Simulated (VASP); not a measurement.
# CO2 (Cmce) in VASP: single point with r2SCAN

Aim: the single point of CO2 with r2SCAN.

All numbers are computed with VASP 6.6.1; they aren't measurements. Logs are shortened: lines on timing, memory, paths and dates and some standing lists are left out, and cuts for length are marked.

**1. The cell of the first run**

Symmetry: Cmce, No. 64, orthorhombic system. Conventional cell: a = 5.272 Å, b = 4.775 Å, c = 6.587 Å, α = 90.00°, β = 90.00°, γ = 90.00°. Within 1.6 Å of C (site symmetry 2/m) lie 2 O at 1.17 Å. O (site symmetry m) has 1 C at 1.17 Å within 1.6 Å.

**2. Single point, r2SCAN**

POSCAR reads:

```
CO2
1.0
    2.6359112300     -2.3873781200      0.0000000000
    2.6359112300      2.3873781200      0.0000000000
    0.0000000000      0.0000000000      6.5871749100
C O
2 4
Direct
    0.0000000000      0.0000000000      0.0000000000
    0.5000000000      0.5000000000      0.4999999992
    0.8065085706      0.1934914294      0.8918433897
    0.1934914294      0.8065085706      0.1081566103
    0.6934914294      0.3065085706      0.3918433904
    0.3065085706      0.6934914294      0.6081566096
```

INCAR.step1 reads:

```
SYSTEM = CO2
PREC     = Accurate       ! precision mode
ENCUT    = 520            ! plane-wave cutoff, eV
ISMEAR   = 0              ! smearing method
SIGMA    = 0.01           ! smearing width, eV
LREAL    = .False.        ! projectors in reciprocal space
LASPH    = .True.         ! aspherical terms in the spheres
NELM     = 80             ! most SCF steps
NBANDS   = 25             ! bands
GGA      = PE             ! functional
ALGO     = Normal         ! electronic algorithm
EDIFF    = 1E-4           ! SCF threshold, eV
LWAVE    = .True.         ! write WAVECAR
LCHARG   = .False.        ! write CHGCAR
```

INCAR.step2 reads:

```
SYSTEM = CO2
PREC     = Accurate       ! precision mode
ENCUT    = 520            ! plane-wave cutoff, eV
EDIFF    = 1E-6           ! SCF threshold, eV
ISMEAR   = 0              ! smearing method
SIGMA    = 0.01           ! smearing width, eV
LREAL    = .False.        ! projectors in reciprocal space
LASPH    = .True.         ! aspherical terms in the spheres
NELM     = 80             ! most SCF steps
ALGO     = Normal         ! electronic algorithm
ISIF     = 2              ! what is computed and relaxed
LWAVE    = .False.        ! write WAVECAR
LCHARG   = .False.        ! write CHGCAR
METAGGA  = R2SCAN         ! meta-GGA
LMIXTAU  = .True.       
NBANDS   = 25             ! bands
ISTART   = 1
```

KPOINTS reads:

```
Automatic mesh
0
Gamma
  4 4 2
  0 0 0
```

Potentials or basis: VASP PAW PBE potentials, release 64 (C, O).

Run with:

```sh
$ cat potpaw_PBE.64/C/POTCAR potpaw_PBE.64/O/POTCAR > POTCAR
$ cp INCAR.step1 INCAR
$ mpirun -np 1 vasp_std > vasp.out
$ cp INCAR.step2 INCAR
$ mpirun -np 1 vasp_std > vasp.out
```

OUTCAR:

```text
SYSTEM = CO2
   PREC = Accurate
   ENCUT = 520
   EDIFF = 1E-6
   ISMEAR = 0
   LREAL = .False.
   LASPH = .True.
   NELM = 80
   ISIF = 2
   METAGGA = R2SCAN
   ISTART = 1

 ion  position               nearest neighbor table
   1  0.000  0.000  0.000-   3 1.17   4 1.17
   2  0.500  0.500  0.500-   5 1.17   6 1.17
   3  0.807  0.193  0.892-   1 1.17
   4  0.193  0.807  0.108-   1 1.17
   5  0.693  0.307  0.392-   2 1.17
   6  0.307  0.693  0.608-   2 1.17

  LATTYP: Found a base centered orthorhombic cell.
 ALAT       =     4.7747562400
 B/A-ratio  =     1.1041029521
 C/A-ratio  =     1.3795834968

  Lattice vectors:

 A1 = (  -2.6359112300,  -2.3873781200,   0.0000000000)
 A2 = (   2.6359112300,  -2.3873781200,   0.0000000000)
 A3 = (   0.0000000000,   0.0000000000,   6.5871749100)

Analysis of symmetry for initial positions (statically):
=====================================================================
 Subroutine PRICEL returns:
 Original cell was already a primitive cell.

 Routine SETGRP: Setting up the symmetry group for a
 base centered orthorhombic supercell.

 Subroutine GETGRP returns: Found  8 space group operations
 (whereof  4 operations were pure point group operations)
 out of a pool of  8 trial point group operations.

The static configuration has the point symmetry C_2h.
 The point group associated with its full space group is D_2h.

Analysis of symmetry for dynamics (positions and initial velocities):
=====================================================================
 Subroutine PRICEL returns:
 Original cell was already a primitive cell.

 Routine SETGRP: Setting up the symmetry group for a
 base centered orthorhombic supercell.

 Subroutine GETGRP returns: Found  8 space group operations
 (whereof  4 operations were pure point group operations)
 out of a pool of  8 trial point group operations.

The dynamic configuration has the point symmetry C_2h.
 The point group associated with its full space group is D_2h.

 Subroutine INISYM returns: Found  8 space group operations
 (whereof  4 operations are pure point group operations),
 and found     1 'primitive' translations

----------------------------------------------------------------------------------------

                                     Primitive cell

  volume of cell :      82.9051

  direct lattice vectors                    reciprocal lattice vectors
     2.635911230 -2.387378120  0.000000000     0.189687723 -0.209434775  0.000000000
     2.635911230  2.387378120  0.000000000     0.189687723  0.209434775  0.000000000
     0.000000000  0.000000000  6.587174910     0.000000000  0.000000000  0.151810148

  length of vectors
     3.556346763  3.556346763  6.587174910     0.282567439  0.282567439  0.151810148

  position of ions in fractional coordinates (direct lattice)
     0.000000000  0.000000000  0.000000000
     0.500000000  0.500000000  0.499999999
     0.806508571  0.193491429  0.891843390
     0.193491429  0.806508571  0.108156610
     0.693491429  0.306508571  0.391843390
     0.306508571  0.693491429  0.608156610

  ion indices of the primitive-cell ions
   primitive index   ion index
                 1           1
                 2           2
                 3           3
                 4           4
                 5           5
                 6           6

----------------------------------------------------------------------------------------

 KPOINTS: Automatic mesh

Automatic generation of k-mesh.
 Grid dimensions read from file:
 generate k-points for:    4    4    2

 Generating k-lattice:

  Cartesian coordinates                     Fractional coordinates (reciprocal lattice)
     0.047421931 -0.052358694  0.000000000     0.250000000  0.000000000  0.000000000
     0.047421931  0.052358694  0.000000000     0.000000000  0.250000000  0.000000000
     0.000000000  0.000000000  0.075905074     0.000000000  0.000000000  0.500000000

  Length of vectors
     0.070641860  0.070641860  0.075905074

  Shift w.r.t. Gamma in fractional coordinates (k-lattice)
     0.000000000  0.000000000  0.000000000

 Subroutine IBZKPT returns following result:
 ===========================================

 Found     14 irreducible k-points:

 Following reciprocal coordinates:
            Coordinates               Weight
  0.000000  0.000000  0.000000      1.000000
  0.250000  0.000000  0.000000      4.000000
  0.500000  0.000000  0.000000      2.000000
  0.250000  0.250000  0.000000      2.000000
  0.500000  0.250000  0.000000      4.000000
 -0.250000  0.250000  0.000000      2.000000
  0.500000  0.500000  0.000000      1.000000
  0.000000  0.000000  0.500000      1.000000
  0.250000  0.000000  0.500000      4.000000
  0.500000  0.000000  0.500000      2.000000
  0.250000  0.250000  0.500000      2.000000
  0.500000  0.250000  0.500000      4.000000
 -0.250000  0.250000  0.500000      2.000000
  0.500000  0.500000  0.500000      1.000000
   k-points           NKPTS =     14   k-points in BZ     NKDIM =     14   number of bands    NBANDS=     25
   number of dos      NEDOS =    301   number of ions     NIONS =      6
   total plane-waves  NPLWV =  39200
   dimension x,y,z NGX =    28 NGY =   28 NGZ =   50
   dimension x,y,z NGXF=    56 NGYF=   56 NGZF=  100
   ions per type =               2   4
   NGX,Y,Z   is equivalent  to a cutoff of  13.09, 13.09, 12.62 a.u.
   NGXF,Y,Z  is equivalent  to a cutoff of  26.18, 26.18, 25.24 a.u.
 SYSTEM =  CO2
   PREC   = accura    normal or accurate (medium, high low for compatibility)
   ISTART =      1    job   : 0-new  1-cont  2-samecut
   ICHARG =      0    charge: 1-file 2-atom 10-const
   ISPIN  =      1    spin polarized calculation?
   LNONCOLLINEAR =      F non collinear calculations
   LSORBIT =      F    spin-orbit coupling
   LASPH  =      T    aspherical Exc in radial PAW
   ENCUT  =  520.0 eV  38.22 Ry    6.18 a.u.   6.61  6.61 12.25*2*pi/ulx,y,z
   NELM   =     80;   NELMIN=  2; NELMDL=  0     # of ELM steps
   EDIFF  = 0.1E-05   stopping-criterion for ELM
   LREAL  =      F    real-space projection
   EDIFFG = 0.1E-04   stopping-criterion for IOM
   NSW    =      0    number of steps for IOM
   IBRION =     -1    ionic relax: 0-MD 1-quasi-New 2-CG
   NFREE  =      0    steps in history (QN), initial steepest desc. (CG)
   ISIF   =      2    stress and relaxation
   ISYM   =      2    0-nonsym 1-usesym 2-fastsym
   POTIM  = 0.5000    time-step for ionic-motion
   TEBEG  =    0.0;   TEEND  =   0.0 temperature during run
   PSTRESS=    0.0 pullay stress
   NELECT =      32.0000    total number of electrons
   NUPDOWN=      -1.0000    fix difference up-down
   EMIN   =  10.00;   EMAX   =-10.00  energy-range for DOS
   EFERMI =   0.00;   METHOD = LEGACY
   ISMEAR =     0;   SIGMA  =   0.01  broadening in eV -4-tet -1-fermi 0-gaus
   EFERMI_NEDOS =   21; number of points for ismear=-14 and -15
   IALGO  =     38    algorithm
   IMIX   =      4    mixing-type and parameters
     AMIX     =   0.40;   BMIX     =  1.00
     AMIX_MAG =   1.60;   BMIX_MAG =  1.00
  volume/ion in A,a.u.               =      13.82        93.25
  Fermi-wavevector in a.u.,A,eV,Ry     =   1.191968  2.252492 19.330976  1.420787
  Thomas-Fermi vector in A             =   2.328017
   LORBIT       =      0    0 simple, 1 ext, 2 COOP (PROOUT), +10 PAW based schemes
   METAGGA = R2SCAN    functional components
   LHFCALC =     F    Hartree Fock is set to
   AEXX    =    0.0000 exact exchange contribution
   IVDW    =     0    specifies the selected vdW correction
   LEPSILON=     F    determine dielectric tensor
   LRPA    =     F    only Hartree local field effects (RPA)
 non-spin polarized calculation
 Gauss-broadening in eV      SIGMA  =   0.01
  energy-cutoff  :      520.00
  volume of cell :       82.91
 maximum number of plane-waves:      2260
 NGX is ok and might be reduce to    28
   NGX = 13   NGY = 13   NGZ = 25

 number of electron      32.0000005 magnetization

 Free energy of the ion-electron system (eV)
  ---------------------------------------------------
  ext. energy  EPLUGINS =         0.00000000
  ---------------------------------------------------
  free energy    TOTEN  =       -51.47433836 eV

  energy without entropy =      -51.47433836  energy(sigma->0) =      -51.47433836

 E-fermi :  -3.4826     XC(G=0):  -8.6486

 val. band max:       -3.5439519240   @ k =   0.5000   0.5000   0.0000
 cond. band min:       3.6765935305   @ k =   0.0000   0.0000   0.0000
 fundamental gap:      7.2205454545
 Fermi energy:        -3.4825802661

 k-point     1 :       0.0000    0.0000    0.0000
  band No.  band energies     occupation
      1     -25.5908      2.00000
      2     -25.4224      2.00000
      3     -24.3094      2.00000
      4     -24.2263      2.00000
      5      -9.1387      2.00000
      6      -9.0852      2.00000
[... 17 lines left out ...]
     24      13.2232      0.00000
     25      13.6345      0.00000

 k-point     2 :       0.2500    0.0000    0.0000
  band No.  band energies     occupation
      1     -25.5109      2.00000
      2     -25.3877      2.00000
      3     -24.3231      2.00000
      4     -24.2680      2.00000
      5      -9.3433      2.00000
      6      -9.1385      2.00000
[... 17 lines left out ...]
     24      11.8432      0.00000
     25      12.9376      0.00000

 k-point     3 :       0.5000    0.0000    0.0000
  band No.  band energies     occupation
      1     -25.3877      2.00000
      2     -25.3877      2.00000
      3     -24.3273      2.00000
      4     -24.3273      2.00000
      5      -9.3299      2.00000
      6      -9.3299      2.00000
[... 272 lines left out ...]
 k-point    13 :      -0.2500    0.2500    0.5000
  band No.  band energies     occupation
      1     -25.3928      2.00000
      2     -25.3928      2.00000
      3     -24.3214      2.00000
      4     -24.3214      2.00000
      5      -9.1986      2.00000
      6      -9.1986      2.00000
[... 17 lines left out ...]
     24      11.4921      0.00000
     25      11.9490      0.00000

 k-point    14 :       0.5000    0.5000    0.5000
  band No.  band energies     occupation
      1     -25.2974      2.00000
      2     -25.2974      2.00000
      3     -24.3508      2.00000
      4     -24.3508      2.00000
      5      -9.4710      2.00000
      6      -9.4710      2.00000
[... 17 lines left out ...]
     24      11.0218      0.00000
     25      11.1441      0.00000

------------------------ aborting loop because EDIFF is reached ----------------------------------------

  FORCE on cell =-STRESS in cart. coord.  units (eV):
  Direction    XX          YY          ZZ          XY          YZ          ZX
  --------------------------------------------------------------------------------------
  -------------------------------------------------------------------------------------
  Total        0.1643911      0.2755054      0.1084032      0.0000000      0.0000000      0.0000000
  in kB        3.1769305      5.3242625      2.0949402      0.0000000      0.0000000      0.0000000
  external PRESSURE =       3.5320444 kB  Pullay stress =       0.0000000 kB

 VOLUME and BASIS-vectors are now :
 -----------------------------------------------------------------------------
  energy-cutoff  :      520.00
  volume of cell :       82.91
      direct lattice vectors                 reciprocal lattice vectors
     2.635911230 -2.387378120  0.000000000     0.189687723 -0.209434775  0.000000000
     2.635911230  2.387378120  0.000000000     0.189687723  0.209434775  0.000000000
     0.000000000  0.000000000  6.587174910     0.000000000  0.000000000  0.151810148

 POSITION                                       TOTAL-FORCE (eV/Angst)
 -----------------------------------------------------------------------------------
      0.00000      0.00000      0.00000         0.000000      0.000000      0.000000
      2.63591      0.00000      3.29359         0.000000      0.000000      0.000000
      2.63591     -1.46350      5.87473         0.000000      0.048072     -0.026033
      2.63591      1.46350      0.71245         0.000000     -0.048072      0.026033
      2.63591     -0.92387      2.58114         0.000000     -0.048072     -0.026033
      2.63591      0.92387      4.00603         0.000000      0.048072      0.026033
 -----------------------------------------------------------------------------------
    total drift:                                0.000000      0.000003      0.000002

  FREE ENERGIE OF THE ION-ELECTRON SYSTEM (eV)
  ---------------------------------------------------
  free  energy   TOTEN  =       -51.4743383583 eV

  energy  without entropy=      -51.4743383583  energy(sigma->0) =      -51.47433836
```

Run time: 4.1 min. Hardware: 1 thread of AMD EPYC 7R13, shared host; peak memory 0.17 GiB.

What came out:

- Free energy: -51.4743 eV
- Pressure: 0.4 GPa
- Largest force: 0.055 eV/Å
- Band gap on the k mesh: 7.22 eV, indirect (least direct gap 7.79 eV)

Forces in eV/Å, atoms in the order of the input:
```
C    0.000  0.000  0.000
C    0.000  0.000  0.000
O    0.000  0.048 -0.026
O    0.000 -0.048  0.026
O    0.000 -0.048 -0.026
O    0.000  0.048  0.026
```

Caveat: the k points lie up to 0.48 Å⁻¹ apart; the PAW data sets were made with another functional, which shifts forces and pressure a little. A k mesh can miss the band edges.
